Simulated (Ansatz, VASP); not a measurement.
HfO2 in VASP and in Ansatz

File INCAR:

```
SYSTEM = HfO2
ALGO = Normal ; EDIFF = 1E-8
ENCUT = 520 ; GGA = CA
ISIF = 2 ; ISMEAR = -1
LASPH = .True. ; LCHARG = .False.
LEFG = .True. ; LREAL = .False.
LWAVE = .False. ; NBANDS = 18
NELM = 100 ; PREC = Accurate
SIGMA = 0.01
```

Contents of KPOINTS:

```
k-points
0
Gamma
  8 8 8
  0 0 0
```

File POSCAR:

```
HfO2
1.0
    0.0511500000      2.5830750000      2.5830750000
    2.5830750000      0.0511500000      2.5830750000
    2.5830750000      2.5830750000      0.0511500000
Hf O
1 2
Direct
    0.0000000000      0.0000000000      0.0000000000
    0.2500000000      0.2500000000      0.2500000000
    0.7500000000      0.7500000000      0.7500000000
```

Input for Ansatz:

```yaml
crystal:
  lattice:
    - [0.05115, 2.583075, 2.583075]
    - [2.583075, 0.05115, 2.583075]
    - [2.583075, 2.583075, 0.05115]
  atoms:
    - { symbol: Hf, position: [0.0, 0.0, 0.0] }
    - { symbol: O, position: [0.25, 0.25, 0.25] }
    - { symbol: O, position: [0.75, 0.75, 0.75] }
kpoints:
  mp_grid: { grid: [8, 8, 8] }
scf:
  occupations: { method: fermi_dirac, width: 0.01 }
hamiltonian:
  xc: lda
  pseudopotentials: { kind: all_electron, datasets: crystal }
output:
  forces: true
  stress: true
  eigenvalues: true
  efg: { contact_densities: true }
```

Change from the starting cell: equal xy, yz and zx shear strains of +2 %, crystal datasets.

Alike in both runs: task electric field gradients; functional LDA; k mesh 8 × 8 × 8; occupations fermi-dirac, width 0.01 eV; no spin polarisation.

|  | VASP | Ansatz |
| --- | --- | --- |
| version | VASP 6.6.1 | Ansatz 0.2.0 |
| potentials or method | VASP PAW LDA potentials, release 64 (Hf_pv, O), cutoff 520 eV | all-electron PAW with datasets made for the crystal, scalar-relativistic |

```csv
,VASP,Ansatz,Ansatz less VASP
gap on the k mesh at the Fermi level (eV),3.53,3.51,-0.025
pressure (GPa),-19.0,-16.2,+2.85
"traceless stress, the component that is largest in VASP (GPa)",-1.27,-1.35,-0.075
rms of the force components (eV/Å),0.061,0.070,+0.0086
size of Vzz on the site where it differs most (V/Å²),66.6,77.3,+10.71
```

LDA's correlation is that of Perdew and Zunger in VASP and of Perdew and Wang (1992) in Ansatz. Atom by atom the forces differ by 0.009 eV/Å (rms over components). Ansatz ran all-electron here, and VASP with PAW potentials.

Spin-orbit coupling is off throughout.
